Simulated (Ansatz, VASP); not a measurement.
One calculation of B3F2, two programs

INCAR

```
ALGO = Normal
EDIFF = 1E-6
ENCUT = 520
GGA = PE
ISIF = 2
ISMEAR = 0
ISPIN = 2
LASPH = T
LCHARG = T
LELF = T
LORBIT = 11
LREAL = F
LVHAR = T
LWAVE = F
MAGMOM = 0 0 0 0 0 0 1 1 1 1
NBANDS = 38
NELM = 150
PREC = Accurate
SIGMA = 0.1
```

KPOINTS

```
k-points
0
Gamma
  4 4 6
```

The input POSCAR:

```
B3F2
1.0
    5.7568075828      0.0000000000      0.0000000000
    0.0000000000      5.7568075828      0.0000000000
    0.0000000000      0.0000000000      2.8921123412
B F
6 4
Direct
    0.0000000000      0.0000000000      0.0000000000
    0.5000000000      0.5000000000      0.0000000000
    0.1800000000      0.6800000000      0.5000000000
    0.3200000000      0.1800000000      0.5000000000
    0.8200000000      0.3200000000      0.5000000000
    0.6800000000      0.8200000000      0.5000000000
    0.3800000000      0.8800000000      0.0000000000
    0.1200000000      0.3800000000      0.0000000000
    0.6200000000      0.1200000000      0.0000000000
    0.8800000000      0.6200000000      0.0000000000
```

Input for Ansatz:

```yaml
crystal:
  lattice:
    - [5.7568075828, 0.0, 0.0]
    - [0.0, 5.7568075828, 0.0]
    - [0.0, 0.0, 2.8921123412]
  atoms:
    - { symbol: B, position: [0.0, 0.0, 0.0] }
    - { symbol: B, position: [0.5, 0.5, 0.0] }
    - { symbol: B, position: [0.18, 0.68, 0.5] }
    - { symbol: B, position: [0.32, 0.18, 0.5] }
    - { symbol: B, position: [0.82, 0.32, 0.5] }
    - { symbol: B, position: [0.68, 0.82, 0.5] }
    - { symbol: F, position: [0.38, 0.88, 0.0], spin: 1.0 }
    - { symbol: F, position: [0.12, 0.38, 0.0], spin: 1.0 }
    - { symbol: F, position: [0.62, 0.12, 0.0], spin: 1.0 }
    - { symbol: F, position: [0.88, 0.62, 0.0], spin: 1.0 }
basis:
  ecutwfc: 420
kpoints:
  mp_grid: { grid: [4, 4, 6] }
hamiltonian:
  xc: pbe
scf:
  occupations: { method: gaussian, width: 0.1 }
  lower_state_search: "off"
output:
  forces: true
  stress: true
  eigenvalues: true
  populations: true
magnetization:
  spin_polarized: true
```

Alike in both runs: task single point; functional PBE; k mesh 4 × 4 × 6; occupations gaussian, width 0.1 eV; collinear spin.

|  | VASP | Ansatz |
| --- | --- | --- |
| version | VASP 6.6.1 | Ansatz 0.2.0 |
| potentials or method | VASP PAW PBE potentials, release 64 (B, F), cutoff 520 eV | scalar-relativistic, plane waves, PAW |
| valence electrons in the cell | 46 | 46 |

|  | VASP | Ansatz | Ansatz less VASP |
| --- | --- | --- | --- |
| gap on the k mesh at the Fermi level (eV) | none | none | - |
| pressure (GPa) | 10.6 | 10.9 | +0.32 |
| traceless stress, the component that is largest in VASP (GPa) | -12.37 | -12.37 | +0.001 |
| rms of the force components (eV/Å) | 1.069 | 1.069 | 0.0000 |
| net moment per atom (μB) | 0.00 | 0.00 | 0.000 |

Atom by atom the forces differ by 0.002 eV/Å (rms over components). A gap of «none» marks a metal or a gap that the smearing closes. Ansatz's warnings: seeded moment not kept.

The k mesh is coarse, so the values compare programs but aren't converged.
